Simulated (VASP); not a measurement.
# Si (Fm-3m) in VASP: notebook

Si is run at these levels: PBE; tasks: single point.

All numbers are computed with VASP 6.6.1; they aren't measurements. Logs are shortened: lines on timing, memory, paths and dates and some standing lists are left out, and cuts for length are marked.

## 1. The cell of the first run

It takes space group Fm-3m (No. 225, cubic). The conventional cell has a = 3.790 Å, b = 3.790 Å, c = 3.790 Å, α = 90.00°, β = 90.00°, γ = 90.00°. Si (site symmetry m-3m) has 12 Si at 2.68 Å within 3.5 Å.

## 2. Single point, PBE

INCAR

```
PREC = Accurate
ENCUT = 500
EDIFF = 1E-6
ISMEAR = -1
SIGMA = 0.06122561905347299
LREAL = F
LASPH = T
NELM = 120
ALGO = Normal
ISIF = 2
LWAVE = F
LCHARG = F
GGA = PE
NBANDS = 8
GGA_COMPAT = F
```

KPOINTS

```
Automatic mesh
0
Gamma
  48 48 48
```

POSCAR

```
Si
1.0
    0.0000000000      1.8950694878      1.8950694878
    1.8950694878      0.0000000000      1.8950694878
    1.8950694878      1.8950694878      0.0000000000
Si
1
Direct
    0.0000000000      0.0000000000      0.0000000000
```

Potentials or basis: VASP PAW PBE potentials, release 64 (Si).

Launch:

```bash
$ cat potpaw_PBE.64/Si/POTCAR > POTCAR
$ mpirun -np 1 vasp_std > vasp.out
```

OUTCAR:

```text
PREC = Accurate
   ENCUT = 500
   EDIFF = 1E-6
   ISMEAR = -1
   LREAL = F
   LASPH = T
   NELM = 120
   ISIF = 2
   GGA = PE

 ion  position               nearest neighbor table
   1  0.000  0.000  0.000-

  LATTYP: Found a face centered cubic cell.
 ALAT       =     3.7901389756

  Lattice vectors:

 A1 = (   0.0000000000,   1.8950694878,   1.8950694878)
 A2 = (   1.8950694878,   0.0000000000,   1.8950694878)
 A3 = (   1.8950694878,   1.8950694878,   0.0000000000)

Analysis of symmetry for initial positions (statically):
=====================================================================
 Subroutine PRICEL returns:
 Original cell was already a primitive cell.

 Routine SETGRP: Setting up the symmetry group for a
 face centered cubic supercell.

 Subroutine GETGRP returns: Found 48 space group operations
 (whereof 48 operations were pure point group operations)
 out of a pool of 48 trial point group operations.

The static configuration has the point symmetry O_h .

Analysis of symmetry for dynamics (positions and initial velocities):
=====================================================================
 Subroutine PRICEL returns:
 Original cell was already a primitive cell.

 Routine SETGRP: Setting up the symmetry group for a
 face centered cubic supercell.

 Subroutine GETGRP returns: Found 48 space group operations
 (whereof 48 operations were pure point group operations)
 out of a pool of 48 trial point group operations.

The dynamic configuration has the point symmetry O_h .

 Subroutine INISYM returns: Found 48 space group operations
 (whereof 48 operations are pure point group operations),
 and found     1 'primitive' translations

----------------------------------------------------------------------------------------

                                     Primitive cell

  volume of cell :      13.6115

  direct lattice vectors                    reciprocal lattice vectors
     0.000000000  1.895069488  1.895069488    -0.263842568  0.263842568  0.263842568
     1.895069488  0.000000000  1.895069488     0.263842568 -0.263842568  0.263842568
     1.895069488  1.895069488  0.000000000     0.263842568  0.263842568 -0.263842568

  length of vectors
     2.680032971  2.680032971  2.680032971     0.456988733  0.456988733  0.456988733

  position of ions in fractional coordinates (direct lattice)
     0.000000000  0.000000000  0.000000000

  ion indices of the primitive-cell ions
   primitive index   ion index
                 1           1

----------------------------------------------------------------------------------------

 KPOINTS: Automatic mesh

Automatic generation of k-mesh.
 Grid dimensions read from file:
 generate k-points for:   48   48   48

 Generating k-lattice:

  Cartesian coordinates                     Fractional coordinates (reciprocal lattice)
    -0.005496720  0.005496720  0.005496720     0.020833333  0.000000000  0.000000000
     0.005496720 -0.005496720  0.005496720     0.000000000  0.020833333  0.000000000
     0.005496720  0.005496720 -0.005496720     0.000000000  0.000000000  0.020833333

  Length of vectors
     0.009520599  0.009520599  0.009520599

  Shift w.r.t. Gamma in fractional coordinates (k-lattice)
     0.000000000  0.000000000  0.000000000

 Subroutine IBZKPT returns following result:
 ===========================================

 Found   2769 irreducible k-points:

 Following reciprocal coordinates:
            Coordinates               Weight
  0.000000  0.000000  0.000000      1.000000
  0.020833  0.000000  0.000000      8.000000
  0.041667  0.000000  0.000000      8.000000
  0.062500  0.000000  0.000000      8.000000
  0.083333  0.000000  0.000000      8.000000
  0.104167  0.000000  0.000000      8.000000
[... 16 lines left out ...]
  0.458333  0.000000  0.000000      8.000000
  0.479167  0.000000  0.000000      8.000000
 [... further k-points ...]
   k-points           NKPTS =   2769   k-points in BZ     NKDIM =   2769   number of bands    NBANDS=      8
   number of dos      NEDOS =    301   number of ions     NIONS =      1
   total plane-waves  NPLWV =   8000
   dimension x,y,z NGX =    20 NGY =   20 NGZ =   20
   dimension x,y,z NGXF=    40 NGYF=   40 NGZF=   40
   ions per type =               1
   NGX,Y,Z   is equivalent  to a cutoff of  12.41, 12.41, 12.41 a.u.
   NGXF,Y,Z  is equivalent  to a cutoff of  24.81, 24.81, 24.81 a.u.
 SYSTEM =  unknown system
   PREC   = accura    normal or accurate (medium, high low for compatibility)
   ISTART =      0    job   : 0-new  1-cont  2-samecut
   ICHARG =      2    charge: 1-file 2-atom 10-const
   ISPIN  =      1    spin polarized calculation?
   LNONCOLLINEAR =      F non collinear calculations
   LSORBIT =      F    spin-orbit coupling
   LASPH  =      T    aspherical Exc in radial PAW
   ENCUT  =  500.0 eV  36.75 Ry    6.06 a.u.   4.89  4.89  4.89*2*pi/ulx,y,z
   NELM   =    120;   NELMIN=  2; NELMDL= -5     # of ELM steps
   EDIFF  = 0.1E-05   stopping-criterion for ELM
   LREAL  =      F    real-space projection
   EDIFFG = 0.1E-04   stopping-criterion for IOM
   NSW    =      0    number of steps for IOM
   IBRION =     -1    ionic relax: 0-MD 1-quasi-New 2-CG
   NFREE  =      0    steps in history (QN), initial steepest desc. (CG)
   ISIF   =      2    stress and relaxation
   ISYM   =      2    0-nonsym 1-usesym 2-fastsym
   POTIM  = 0.5000    time-step for ionic-motion
   TEBEG  =    0.0;   TEEND  =   0.0 temperature during run
   PSTRESS=    0.0 pullay stress
   NELECT =       4.0000    total number of electrons
   NUPDOWN=      -1.0000    fix difference up-down
   EMIN   =  10.00;   EMAX   =-10.00  energy-range for DOS
   EFERMI =   0.00;   METHOD = LEGACY
   ISMEAR =    -1;   SIGMA  =   0.06  broadening in eV -4-tet -1-fermi 0-gaus
   EFERMI_NEDOS =   21; number of points for ismear=-14 and -15
   IALGO  =     38    algorithm
   IMIX   =      4    mixing-type and parameters
     AMIX     =   0.40;   BMIX     =  1.00
     AMIX_MAG =   1.60;   BMIX_MAG =  1.00
  volume/ion in A,a.u.               =      13.61        91.85
  Fermi-wavevector in a.u.,A,eV,Ry     =   1.088411  2.056799 16.117993  1.184639
  Thomas-Fermi vector in A             =   2.224592
   LORBIT       =      0    0 simple, 1 ext, 2 COOP (PROOUT), +10 PAW based schemes
   GGA     = PE    functional components
   LHFCALC =     F    Hartree Fock is set to
   AEXX    =    0.0000 exact exchange contribution
   IVDW    =     0    specifies the selected vdW correction
   LEPSILON=     F    determine dielectric tensor
   LRPA    =     F    only Hartree local field effects (RPA)
 non-spin polarized calculation
  energy-cutoff  :      500.00
  volume of cell :       13.61
 maximum number of plane-waves:       360
   NGX =  9   NGY =  9   NGZ =  9

 number of electron       4.0000000 magnetization

 Free energy of the ion-electron system (eV)
  ---------------------------------------------------
  ext. energy  EPLUGINS =         0.00000000
  ---------------------------------------------------
  free energy    TOTEN  =        -4.87601743 eV

  energy without entropy =       -4.87086486  energy(sigma->0) =       -4.87344114

 E-fermi :  11.0332     XC(G=0): -11.4444

 val. band max:       11.0330741472   @ k =  -0.2917   0.3958   0.1875
 cond. band min:      11.0339888954   @ k =  -0.2500   0.2917   0.0833
 fundamental gap:      0.0009147483
 Fermi energy:        11.0331918944

 k-point     1 :       0.0000    0.0000    0.0000
  band No.  band energies     occupation
      1      -4.0347      2.00000
      2      22.9007      0.00000
      3      22.9007      0.00000
      4      22.9007      0.00000
      5      23.1669      0.00000
      6      23.1669      0.00000
      7      23.1669      0.00000
      8      28.6438      0.00000

 k-point     2 :       0.0208    0.0000    0.0000
  band No.  band energies     occupation
      1      -4.0215      2.00000
      2      22.2755      0.00000
      3      22.6683      0.00000
      4      22.6683      0.00000
      5      23.4166      0.00000
      6      23.4166      0.00000
      7      23.6720      0.00000
      8      28.7583      0.00000

 k-point     3 :       0.0417    0.0000    0.0000
  band No.  band energies     occupation
      1      -3.9820      2.00000
      2      21.4523      0.00000
      3      22.3582      0.00000
      4      22.3582      0.00000
      5      23.7782      0.00000
      6      23.7782      0.00000
      7      24.1432      0.00000
      8      29.0938      0.00000

 k-point     4 :       0.0625    0.0000    0.0000
  band No.  band energies     occupation
      1      -3.9161      2.00000
      2      20.5717      0.00000
      3      22.0601      0.00000
      4      22.0601      0.00000
      5      24.1590      0.00000
      6      24.1590      0.00000
      7      24.4672      0.00000
      8      29.6221      0.00000

 k-point     5 :       0.0833    0.0000    0.0000
  band No.  band energies     occupation
      1      -3.8239      2.00000
      2      19.6590      0.00000
      3      21.7804      0.00000
      4      21.7804      0.00000
      5      24.5468      0.00000
      6      24.5468      0.00000
      7      24.6647      0.00000
      8      29.4051      0.00000
[... 177 lines left out ...]
 k-point    22 :       0.4375    0.0000    0.0000
  band No.  band energies     occupation
      1       1.6893      2.00000
      2       5.3736      2.00000
      3      20.0854      0.00000
      4      20.0854      0.00000
      5      22.2794      0.00000
      6      22.2794      0.00000
      7      24.8982      0.00000
      8      27.4213      0.00000

 k-point    23 :       0.4583    0.0000    0.0000
  band No.  band energies     occupation
      1       2.2335      2.00000
      2       4.7119      2.00000
      3      20.1102      0.00000
      4      20.1102      0.00000
      5      22.1445      0.00000
      6      22.1445      0.00000
      7      24.9462      0.00000
      8      27.2638      0.00000

 k-point    24 :       0.4792    0.0000    0.0000
  band No.  band energies     occupation
      1       2.7896      2.00000
      2       4.0853      2.00000
      3      20.1284      0.00000
      4      20.1284      0.00000
      5      22.0601      0.00000
      6      22.0601      0.00000
      7      24.9796      0.00000
      8      27.1645      0.00000

 [... further k-points ...]
[... 5 lines left out ...]
  --------------------------------------------------------------------------------------
  -------------------------------------------------------------------------------------
  Total        0.4882768      0.4882768      0.4882768     -0.0000000      0.0000000      0.0000000
  in kB       57.4739816     57.4739816     57.4739816     -0.0000000      0.0000000      0.0000000
  external PRESSURE =      57.4739816 kB  Pullay stress =       0.0000000 kB

 VOLUME and BASIS-vectors are now :
 -----------------------------------------------------------------------------
  energy-cutoff  :      500.00
  volume of cell :       13.61
      direct lattice vectors                 reciprocal lattice vectors
     0.000000000  1.895069488  1.895069488    -0.263842568  0.263842568  0.263842568
     1.895069488  0.000000000  1.895069488     0.263842568 -0.263842568  0.263842568
     1.895069488  1.895069488  0.000000000     0.263842568  0.263842568 -0.263842568

 POSITION                                       TOTAL-FORCE (eV/Angst)
 -----------------------------------------------------------------------------------
      0.00000      0.00000      0.00000         0.000000      0.000000      0.000000
 -----------------------------------------------------------------------------------
    total drift:                                0.000000      0.000000     -0.000000

  FREE ENERGIE OF THE ION-ELECTRON SYSTEM (eV)
  ---------------------------------------------------
  free  energy   TOTEN  =        -4.8760174308 eV

  energy  without entropy=       -4.8708648557  energy(sigma->0) =       -4.87344114
```

It took 4.8 min on 1 thread of Intel Xeon 8259CL, shared host; peak memory 0.33 GiB.

Results:

```
Free energy            : -4.8760 eV
Pressure               : 5.7 GPa
Band gap on the k mesh : zero (band 2 reaches 22.90 eV, above the bottom of band 3 at 7.76 eV)
```

Levels at points of the mesh, in eV from the Fermi level:
| k point | band 1 | band 2 | band 3 | band 4 | band 5 | band 6 | band 7 |
| --- | --- | --- | --- | --- | --- | --- | --- |
| (0.00, 0.00, 0.00) | -15.07 | 11.87 | 11.87 | 11.87 | 12.13 | 12.13 | 12.13 |
| (0.50, 0.00, 0.00) | -7.83 | -7.39 | 9.10 | 9.10 | 11.00 | 11.00 | 13.96 |
| (0.50, 0.50, 0.00) | -5.69 | -4.58 | 3.34 | 3.34 | 4.26 | 7.16 | 25.44 |

## 3. Single point, PBE

This run uses another cell than the first one, of 13.90 Å³/atom, 1.021 times its volume.

INCAR

```
SYSTEM = Si
  ALGO = Normal
  EDIFF = 1E-6
  ENCUT = 500
  GGA = PE
  GGA_COMPAT = .FALSE.
  ISIF = 2
  ISMEAR = -1
  LASPH = .TRUE.
  LCHARG = .FALSE.
  LREAL = .FALSE.
  LWAVE = .FALSE.
  NBANDS = 8
  NELM = 120
  PREC = Accurate
  SIGMA = 0.06122561905347299
```

KPOINTS

```
k-points
0
G
  48 48 48
  0 0 0
```

POSCAR

```
Si
1.0
    0.0000000000      1.9084154873      1.9084154873
    1.9084154873      0.0000000000      1.9084154873
    1.9084154873      1.9084154873      0.0000000000
Si
1
Direct
    0.0000000000      0.0000000000      0.0000000000
```

Potentials or basis: VASP PAW PBE potentials, release 64 (Si).

Launch:

```bash
$ cat potpaw_PBE.64/Si/POTCAR > POTCAR
$ mpirun -np 1 vasp_std > vasp.out
```

Wall time 4.4 min (1 thread of Intel Xeon 8259CL, shared host); peak memory 0.34 GiB.

It converged, with:

* Free energy: -4.8845 eV
* Pressure: 3.6 GPa
* Band gap on the k mesh: zero (band 2 reaches 22.34 eV, above the bottom of band 3 at 7.52 eV)

Levels at points of the mesh, in eV from the Fermi level:
| k point | band 1 | band 2 | band 3 | band 4 | band 5 | band 6 | band 7 |
| --- | --- | --- | --- | --- | --- | --- | --- |
| (0.00, 0.00, 0.00) | -14.86 | 11.60 | 11.60 | 11.60 | 12.05 | 12.05 | 12.05 |
| (0.50, 0.00, 0.00) | -7.76 | -7.24 | 8.90 | 8.90 | 10.94 | 10.94 | 13.72 |
| (0.50, 0.50, 0.00) | -5.58 | -4.56 | 3.28 | 3.28 | 4.30 | 7.03 | 25.13 |
